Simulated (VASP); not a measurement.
Here is a VASP 6.6.1 calculation.

File INCAR:

```
SYSTEM = Ge5Bi3
PREC = Accurate
ENCUT = 520
EDIFF = 1E-7
ISMEAR = -1
SIGMA = 0.05
LREAL = Auto
LASPH = .True.
NELM = 80
ALGO = Normal
ISIF = 2
LWAVE = .False.
LCHARG = .False.
GGA = PE
ISYM = 0
NBANDS = 129
```

The input KPOINTS:

```
Automatic mesh
0
Gamma
  1 1 1
  0.25 0.25 0.25
```

File POSCAR:

```
Ge5Bi3
1.0
    7.3302180000     -0.1736460000     -0.1884740000
   -0.1736460000      7.0252930000     -0.1301890000
   -0.1884740000     -0.1301890000      7.5795750000
Ge Bi
10 6
Direct
    0.3207320281      0.4190859602      0.3195034062
    0.6909086718      0.8254601507      0.3763135997
    0.1793660305      0.3552843888      0.7479567063
    0.6198962819      0.1677292490      0.2613324408
    0.8893334377      0.2509032130      0.8636397250
    0.8310779977      0.5352817005      0.0577499904
    0.0325929224      0.6994333972      0.3136741114
    0.7145796073      0.9488879027      0.7503141593
    0.5296093928      0.2570899432      0.7203575244
    0.4797141876      0.6480827786      0.5694026249
    0.8179397021      0.4209513230      0.5160914166
    0.3058995985      0.9879457173      0.4898178045
    0.0617410364      0.7491965291      0.7358536233
    1.0122391831      0.1394570658      0.2274728522
    0.4392597913      0.5916993352     -0.0039750521
    0.3462077288      1.0168029658     -0.0042002729
```

Potentials or basis: VASP PAW PBE potentials, release 64 (Ge_d, Bi_d).

Launch:

```console
$ cat potpaw_PBE.64/Ge_d/POTCAR potpaw_PBE.64/Bi_d/POTCAR > POTCAR
$ mpirun -np 1 vasp_std > vasp.out
```

(1) Predict the pressure.

(2) What does it give for the largest force?

## Answers

(1) 5.6 GPa.

(2) 0.891 eV/Å.

Caveat: the k points lie up to 0.90 Å⁻¹ apart, too coarse for converged energies, forces and pressures; the atoms stand as in a frame of molecular dynamics.
